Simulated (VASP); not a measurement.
# Pt in VASP: further runs

The runs below take Pt through single point, with LDA.

All numbers are computed with VASP 6.6.1; they aren't measurements. Logs are shortened: lines on timing, memory, paths and dates and some standing lists are left out, and cuts for length are marked.

## (1) The cell of the first run

The cell holds a slab with vacuum, 4 atoms: a = 2.753 Å, b = 2.753 Å, c = 21.841 Å, α = 90.00°, β = 90.00°, γ = 90.00°.

## (2) Single point, LDA

Input file INCAR:

```
  PREC = Accurate
  ENCUT = 520
  EDIFF = 1E-6
  ISMEAR = -1
  SIGMA = 0.05
  LREAL = F
  LASPH = T
  NELM = 60
  ALGO = Normal
  ISIF = 2
  LWAVE = F
  LCHARG = F
  LDIPOL = T
  IDIPOL = 3
  DIPOL = 0.5 0.5 0.500
  NBANDS = 28
```

Input file KPOINTS:

```
regular mesh
0
Gamma
  15 15 1
```

Input file POSCAR:

```
Pt
1.0
    2.7533987118      0.0000000000      0.0000000000
    0.0000000000      2.7533987118      0.0000000000
    0.0000000000      0.0000000000     21.8408000000
Pt
4
Direct
    0.2500000000      0.2500000000      0.3695088340
    0.7500000000      0.7500000000      0.4559661472
    0.2500000000      0.2500000000      0.5440338527
    0.7500000000      0.7500000000      0.6304911655
```

Potentials or basis: VASP PAW LDA potentials, release 64 (Pt).

Run with:

```bash
> cat potpaw_LDA.64/Pt/POTCAR > POTCAR
> mpirun -np 1 vasp_std > vasp.out
```

OUTCAR:

```text
PREC = Accurate
   ENCUT = 520
   EDIFF = 1E-6
   ISMEAR = -1
   LREAL = F
   LASPH = T
   NELM = 60
   ISIF = 2

 ion  position               nearest neighbor table
   1  0.250  0.250  0.370-   2 2.71   2 2.71   2 2.71   2 2.71
   2  0.750  0.750  0.456-   1 2.71   1 2.71   1 2.71   1 2.71   3 2.74   3 2.74   3 2.74   3 2.74

   3  0.250  0.250  0.544-   4 2.71   4 2.71   4 2.71   4 2.71   2 2.74   2 2.74   2 2.74   2 2.74

   4  0.750  0.750  0.630-   3 2.71   3 2.71   3 2.71   3 2.71

  LATTYP: Found a simple tetragonal cell.
 ALAT       =     2.7533987118
 C/A-ratio  =     7.9323055925

  Lattice vectors:

 A1 = (   2.7533987118,   0.0000000000,   0.0000000000)
 A2 = (   0.0000000000,   2.7533987118,   0.0000000000)
 A3 = (   0.0000000000,   0.0000000000,  21.8408000000)

Analysis of symmetry for initial positions (statically):
=====================================================================
 Subroutine PRICEL returns:
 Original cell was already a primitive cell.

 Routine SETGRP: Setting up the symmetry group for a
 simple tetragonal supercell.

 Subroutine GETGRP returns: Found 16 space group operations
 (whereof  4 operations were pure point group operations)
 out of a pool of 16 trial point group operations.

The static configuration has the point symmetry C_2h.
 The point group associated with its full space group is D_4h.

Analysis of symmetry for dynamics (positions and initial velocities):
=====================================================================
 Subroutine PRICEL returns:
 Original cell was already a primitive cell.

 Routine SETGRP: Setting up the symmetry group for a
 simple tetragonal supercell.

 Subroutine GETGRP returns: Found 16 space group operations
 (whereof  4 operations were pure point group operations)
 out of a pool of 16 trial point group operations.

The dynamic configuration has the point symmetry C_2h.
 The point group associated with its full space group is D_4h.

 Subroutine INISYM returns: Found 16 space group operations
 (whereof  4 operations are pure point group operations),
 and found     1 'primitive' translations

----------------------------------------------------------------------------------------

                                     Primitive cell

  volume of cell :     165.5796

  direct lattice vectors                    reciprocal lattice vectors
     2.753398712  0.000000000  0.000000000     0.363187502  0.000000000  0.000000000
     0.000000000  2.753398712  0.000000000     0.000000000  0.363187502  0.000000000
     0.000000000  0.000000000 21.840800000     0.000000000  0.000000000  0.045785869
[... 89 lines left out ...]
   LREAL  =      F    real-space projection
[... 7 lines left out ...]
   TEBEG  =    0.0;   TEEND  =   0.0 temperature during run
   PSTRESS=    0.0 pullay stress
   NELECT =      40.0000    total number of electrons
   NUPDOWN=      -1.0000    fix difference up-down
   EMIN   =  10.00;   EMAX   =-10.00  energy-range for DOS
   EFERMI =   0.00;   METHOD = LEGACY
   ISMEAR =    -1;   SIGMA  =   0.05  broadening in eV -4-tet -1-fermi 0-gaus
   EFERMI_NEDOS =   21; number of points for ismear=-14 and -15
   IALGO  =     38    algorithm
   IMIX   =      4    mixing-type and parameters
     AMIX     =   0.40;   BMIX     =  1.00
     AMIX_MAG =   1.60;   BMIX_MAG =  1.00
  volume/ion in A,a.u.               =      41.39       279.35
  Fermi-wavevector in a.u.,A,eV,Ry     =   1.019591  1.926747 14.144146  1.039565
  Thomas-Fermi vector in A             =   2.153113
   LORBIT       =      0    0 simple, 1 ext, 2 COOP (PROOUT), +10 PAW based schemes
   GGA     = CA    functional components
   LHFCALC =     F    Hartree Fock is set to
   AEXX    =    0.0000 exact exchange contribution
   IVDW    =     0    specifies the selected vdW correction
   LEPSILON=     F    determine dielectric tensor
   LRPA    =     F    only Hartree local field effects (RPA)
 non-spin polarized calculation
  energy-cutoff  :      520.00
  volume of cell :      165.58
 maximum number of plane-waves:      4494
   NGX = 11   NGY = 11   NGZ = 81

 dipolmoment           0.000000      0.000000     -0.000000 electrons x Angstroem

 number of electron      39.9999999 magnetization

 dipolmoment           0.000000      0.000000      0.000000 electrons x Angstroem

 Free energy of the ion-electron system (eV)
  ---------------------------------------------------
  ext. energy  EPLUGINS =         0.00000000
  ---------------------------------------------------
  free energy    TOTEN  =       -27.79957328 eV

  energy without entropy =      -27.74558663  energy(sigma->0) =      -27.77257996

 E-fermi :   0.2391     XC(G=0):  -5.8555

 val. band max:        0.2252666695   @ k =   0.0667   0.0667   0.0000
 cond. band min:       0.2594122958   @ k =   0.4667   0.4000   0.0000
 fundamental gap:      0.0341456264
 Fermi energy:         0.2390607218

 k-point     1 :       0.0000    0.0000    0.0000
  band No.  band energies     occupation
      1      -9.6864      2.00000
      2      -7.8172      2.00000
      3      -6.7341      2.00000
      4      -6.4992      2.00000
      5      -6.2433      2.00000
      6      -5.5563      2.00000
[... 733 lines left out ...]
     27       8.3772      0.00000
     28       8.9721      0.00000

 [... further k-points ...]

------------------------ aborting loop because EDIFF is reached ----------------------------------------

 vacuum level on the upper side and lower side of the slab       (xc-potential included)        -0.203        -0.203

  FORCE on cell =-STRESS in cart. coord.  units (eV):
  Direction    XX          YY          ZZ          XY          YZ          ZX
  --------------------------------------------------------------------------------------
  -------------------------------------------------------------------------------------
  Total       -3.1504206     -3.1504206      0.2130619      0.0000000      0.0000000      0.0000000
  in kB      -30.4840291    -30.4840291      2.0616253      0.0000000      0.0000000      0.0000000
  external PRESSURE =     -19.6354776 kB  Pullay stress =       0.0000000 kB

 VOLUME and BASIS-vectors are now :
 -----------------------------------------------------------------------------
  energy-cutoff  :      520.00
  volume of cell :      165.58
      direct lattice vectors                 reciprocal lattice vectors
     2.753398712  0.000000000  0.000000000     0.363187502  0.000000000  0.000000000
     0.000000000  2.753398712  0.000000000     0.000000000  0.363187502  0.000000000
     0.000000000  0.000000000 21.840800000     0.000000000  0.000000000  0.045785869

 POSITION                                       TOTAL-FORCE (eV/Angst)
 -----------------------------------------------------------------------------------
      0.68835      0.68835      8.07037        -0.000000     -0.000000     -0.045252
      2.06505      2.06505      9.95867         0.000000      0.000000      0.002511
      0.68835      0.68835     11.88213        -0.000000     -0.000000     -0.002511
      2.06505      2.06505     13.77043         0.000000      0.000000      0.045252
 -----------------------------------------------------------------------------------
    total drift:                               -0.000000      0.000000      0.000011

  FREE ENERGIE OF THE ION-ELECTRON SYSTEM (eV)
  ---------------------------------------------------
  free  energy   TOTEN  =       -27.7995732816 eV

  energy  without entropy=      -27.7455866297  energy(sigma->0) =      -27.77257996

 vacuum level on the upper side and lower side of the slab         6.104         6.104
```

OSZICAR:

```text
N       E                     dE             d eps       ncg     rms          rms(c)
DAV:   1     0.260865637035E+03    0.26087E+03   -0.17904E+04  2016   0.122E+03
DAV:   2    -0.166581899924E+02   -0.27752E+03   -0.26139E+03  2484   0.254E+02
DAV:   3    -0.293272873519E+02   -0.12669E+02   -0.12158E+02  2400   0.526E+01
DAV:   4    -0.295878104610E+02   -0.26052E+00   -0.25937E+00  2420   0.755E+00
DAV:   5    -0.295932472263E+02   -0.54368E-02   -0.54359E-02  2396   0.113E+00    0.246E+01
DAV:   6    -0.286330578512E+02    0.96019E+00   -0.96037E+00  2136   0.195E+01    0.178E+01
DAV:   7    -0.324333086281E+02   -0.38003E+01   -0.24935E+01  2084   0.414E+01    0.180E+01
DAV:   8    -0.278478858231E+02    0.45854E+01   -0.11024E+01  2116   0.270E+01    0.243E+00
DAV:   9    -0.278452182957E+02    0.26675E-02   -0.14298E+00  2212   0.823E+00    0.251E+00
DAV:  10    -0.277997667632E+02    0.45452E-01   -0.20114E-01  2104   0.372E+00    0.495E-01
DAV:  11    -0.278000007987E+02   -0.23404E-03   -0.71631E-03  2300   0.495E-01    0.291E-01
DAV:  12    -0.277996167247E+02    0.38407E-03   -0.83557E-04  2404   0.207E-01    0.131E-01
DAV:  13    -0.277995697311E+02    0.46994E-04   -0.17616E-04  2256   0.883E-02    0.238E-02
DAV:  14    -0.277995714566E+02   -0.17256E-05   -0.87761E-06  2272   0.171E-02    0.139E-02
DAV:  15    -0.277995725774E+02   -0.11207E-05   -0.71958E-06  1812   0.189E-02    0.765E-03
DAV:  16    -0.277995732816E+02   -0.70418E-06   -0.18441E-06  1476   0.110E-02
   1 F= -.27799573E+02 E0= -.27772580E+02  d E =-.539867E-01
```

Run time: 62 s. Hardware: 1 thread of Intel Xeon 6975P-C (Granite Rapids), shared host; peak memory 0.28 GiB.

Results:

| Item | Value |
| --- | --- |
| Free energy | -27.7996 eV |
| Largest force | 0.045 eV/Å |
| Band gap on the k mesh | zero (bands 20 and 21 overlap by 1.56 eV) |

Forces on the atoms (eV/Å):
```
Pt   0.000  0.000 -0.045
Pt   0.000  0.000  0.003
Pt   0.000  0.000 -0.003
Pt   0.000  0.000  0.045
```

Levels at points of the mesh, in eV from the Fermi level:
| k point | band 18 | band 19 | band 20 | band 21 | band 22 | band 23 |
| --- | --- | --- | --- | --- | --- | --- |
| (0.00, 0.00, 0.00) | -0.79 | -0.79 | -0.10 | 0.14 | 0.27 | 0.27 |

Caveat: spin-orbit coupling is left out, which moves the levels of the heavy elements.

## (3) Single point, LDA

Input file INCAR:

```
SYSTEM = Pt
  ALGO = Normal
  EDIFF = 1E-6
  ENCUT = 520
  GGA = CA
  ISIF = 2
  ISMEAR = -1
  LASPH = .TRUE.
  LCHARG = .TRUE.
  LELF = .TRUE.
  LREAL = .FALSE.
  LVHAR = .TRUE.
  LWAVE = .FALSE.
  NBANDS = 28
  NELM = 80
  PREC = Accurate
  SIGMA = 0.05
```

Input file KPOINTS:

```
k-points
0
G
  15 15 1
  0 0 0
```

POSCAR is that of step 2.

Potentials or basis: VASP PAW LDA potentials, release 64 (Pt).

Run with:

```bash
> cat potpaw_LDA.64/Pt/POTCAR > POTCAR
> mpirun -np 1 vasp_std > vasp.out
```

It took 64 s on 1 thread of Intel Xeon 6975P-C (Granite Rapids), shared host; peak memory 0.28 GiB.

The run converged. Its results:

```yaml
Free_energy: -27.7996 eV
Largest_force: 0.045 eV/Å
Band_gap_on_the_k_mesh: zero (bands 20 and 21 overlap by 1.56 eV)
```

Forces in eV/Å, atoms in the order of the input:
```
Pt   0.000  0.000 -0.045
Pt   0.000  0.000  0.003
Pt   0.000  0.000 -0.003
Pt   0.000  0.000  0.045
```

Levels at points of the mesh, in eV from the Fermi level:
```
           k point  band 16  band 17  band 18  band 19  band 20  band 21  band 22  band 23  band 24  band 25
(0.00, 0.00, 0.00)    -1.62    -0.94    -0.79    -0.79    -0.10     0.14     0.27     0.27     0.27     1.97
```

Caveat: spin-orbit coupling is left out, which moves the levels of the heavy elements.

## (4) Single point, LDA

Input file INCAR:

```
SYSTEM = Pt
PREC = Accurate
ENCUT = 520
EDIFF = 1E-6
ISMEAR = -1
SIGMA = 0.05
LREAL = .FALSE.
LASPH = .TRUE.
NELM = 80
ALGO = Normal
ISIF = 2
LWAVE = .FALSE.
LCHARG = .FALSE.
LDIPOL = .TRUE.
IDIPOL = 3
DIPOL = 0.5 0.5 0.500
GGA = CA
NBANDS = 28
```

Input file KPOINTS:

```
Automatic mesh
0
G
  15 15 1
  0 0 0
```

Input file POSCAR:

```
Pt
1.0
    2.7533987118      0.0000000000      0.0000000000
    0.0000000000      2.7533987118      0.0000000000
    0.0000000000      0.0000000000     21.8408000000
Pt
4
Direct
    0.2500000000      0.2500000000      0.3662860174
    0.7500000000      0.7500000000      0.4554286721
    0.2500000000      0.2500000000      0.5445713273
    0.7500000000      0.7500000000      0.6337139826
```

Potentials or basis: VASP PAW LDA potentials, release 64 (Pt).

Run with:

```bash
> cat potpaw_LDA.64/Pt/POTCAR > POTCAR
> mpirun -np 1 vasp_std > vasp.out
```

OUTCAR:

```text
SYSTEM = Pt
   PREC = Accurate
   ENCUT = 520
   EDIFF = 1E-6
   ISMEAR = -1
   LREAL = .FALSE.
   LASPH = .TRUE.
   NELM = 80
   ISIF = 2
   GGA = CA

 ion  position               nearest neighbor table
   1  0.250  0.250  0.366-   2 2.75   2 2.75   2 2.75   2 2.75
   2  0.750  0.750  0.455-   1 2.75   1 2.75   1 2.75   1 2.75   3 2.75   3 2.75   3 2.75   3 2.75

   3  0.250  0.250  0.545-   2 2.75   2 2.75   2 2.75   2 2.75   4 2.75   4 2.75   4 2.75   4 2.75

   4  0.750  0.750  0.634-   3 2.75   3 2.75   3 2.75   3 2.75
[... 953 lines left out ...]
  --------------------------------------------------------------------------------------
  -------------------------------------------------------------------------------------
  Total       -4.9931182     -4.9931182     -2.1028788     -0.0000000      0.0000000      0.0000000
  in kB      -48.3142981    -48.3142981    -20.3478287     -0.0000000      0.0000000      0.0000000
  external PRESSURE =     -38.9921416 kB  Pullay stress =       0.0000000 kB

 VOLUME and BASIS-vectors are now :
 -----------------------------------------------------------------------------
  energy-cutoff  :      520.00
  volume of cell :      165.58
      direct lattice vectors                 reciprocal lattice vectors
     2.753398712  0.000000000  0.000000000     0.363187502  0.000000000  0.000000000
     0.000000000  2.753398712  0.000000000     0.000000000  0.363187502  0.000000000
     0.000000000  0.000000000 21.840800000     0.000000000  0.000000000  0.045785869

 POSITION                                       TOTAL-FORCE (eV/Angst)
 -----------------------------------------------------------------------------------
      0.68835      0.68835      7.99998        -0.000000      0.000000      0.434262
      2.06505      2.06505      9.94693         0.000000     -0.000000     -0.239465
      0.68835      0.68835     11.89387         0.000000     -0.000000      0.239465
      2.06505      2.06505     13.84082         0.000000     -0.000000     -0.434262
 -----------------------------------------------------------------------------------
    total drift:                               -0.000000     -0.000000      0.000012

  FREE ENERGIE OF THE ION-ELECTRON SYSTEM (eV)
  ---------------------------------------------------
  free  energy   TOTEN  =       -27.7740173045 eV

  energy  without entropy=      -27.7146928488  energy(sigma->0) =      -27.74435508

 vacuum level on the upper side and lower side of the slab         6.218         6.218
```

OSZICAR:

```text
N       E                     dE             d eps       ncg     rms          rms(c)
DAV:   1     0.258606817434E+03    0.25861E+03   -0.17879E+04  2016   0.122E+03
DAV:   2    -0.166646626059E+02   -0.27527E+03   -0.25910E+03  2456   0.253E+02
DAV:   3    -0.292738317478E+02   -0.12609E+02   -0.12083E+02  2384   0.523E+01
DAV:   4    -0.295664581662E+02   -0.29263E+00   -0.29075E+00  2404   0.778E+00
DAV:   5    -0.295723782497E+02   -0.59201E-02   -0.59191E-02  2404   0.114E+00    0.231E+01
DAV:   6    -0.287905987103E+02    0.78178E+00   -0.11402E+01  2144   0.206E+01    0.179E+01
DAV:   7    -0.314228054084E+02   -0.26322E+01   -0.22182E+01  2080   0.381E+01    0.165E+01
DAV:   8    -0.277996586810E+02    0.36231E+01   -0.93529E+00  2112   0.245E+01    0.188E+00
DAV:   9    -0.278096890900E+02   -0.10030E-01   -0.96807E-01  2188   0.661E+00    0.215E+00
DAV:  10    -0.277745832289E+02    0.35106E-01   -0.16911E-01  2108   0.327E+00    0.454E-01
DAV:  11    -0.277746449642E+02   -0.61735E-04   -0.57207E-03  2244   0.436E-01    0.288E-01
DAV:  12    -0.277740771754E+02    0.56779E-03   -0.11454E-03  2420   0.242E-01    0.117E-01
DAV:  13    -0.277740155801E+02    0.61595E-04   -0.27859E-04  2228   0.109E-01    0.112E-02
DAV:  14    -0.277740173739E+02   -0.17938E-05   -0.65056E-06  2244   0.194E-02    0.975E-03
DAV:  15    -0.277740173045E+02    0.69432E-07   -0.26191E-06  1564   0.970E-03
   1 F= -.27774017E+02 E0= -.27744355E+02  d E =-.593245E-01
```

stdout:

```text
POSCAR found type information on POSCAR Pt
 POSCAR found :  1 types and       4 ions
 scaLAPACK will be used
 LDA part: xc-table for (Slater(with rela. corr.)+CA(PZ))
 , standard interpolation
 POSCAR, INCAR and KPOINTS ok, starting setup
 FFT: planning ... GRIDC
 FFT: planning ... GRID_SOFT
 FFT: planning ... GRID
 WAVECAR not read
 entering main loop
```

It took 58 s on 1 thread of Intel Xeon 6975P-C (Granite Rapids), shared host; peak memory 0.28 GiB.

What came out:

```
Free energy            : -27.7740 eV
Largest force          : 0.434 eV/Å
Band gap on the k mesh : zero (bands 20 and 21 overlap by 1.59 eV)
```

Forces on the atoms (eV/Å):
```
Pt   0.000  0.000  0.434
Pt   0.000  0.000 -0.239
Pt   0.000  0.000  0.239
Pt   0.000  0.000 -0.434
```

Caveat: spin-orbit coupling is left out, which moves the levels of the heavy elements.

## (5) Summary

| cell | dipole correction | gap on the mesh (eV) | largest force (eV/Å) |
| --- | --- | --- | --- |
| as given, atomic positions A | yes | none | 0.05 |
| as given, atomic positions A | no | none | 0.05 |
| as given, atomic positions B | yes | none | 0.43 |

Alike in all rows: task single point; level LDA; potentials or basis VASP PAW LDA potentials, release 64 (Pt); no spin polarisation; k mesh 15 × 15 × 1; cutoff (eV) 520; smearing fermi-dirac 0.05 eV.

Caveats: spin-orbit coupling is left out, which moves the levels of the heavy elements.

Total energies depend on the potentials used, so only differences within one code and one set of settings carry meaning.
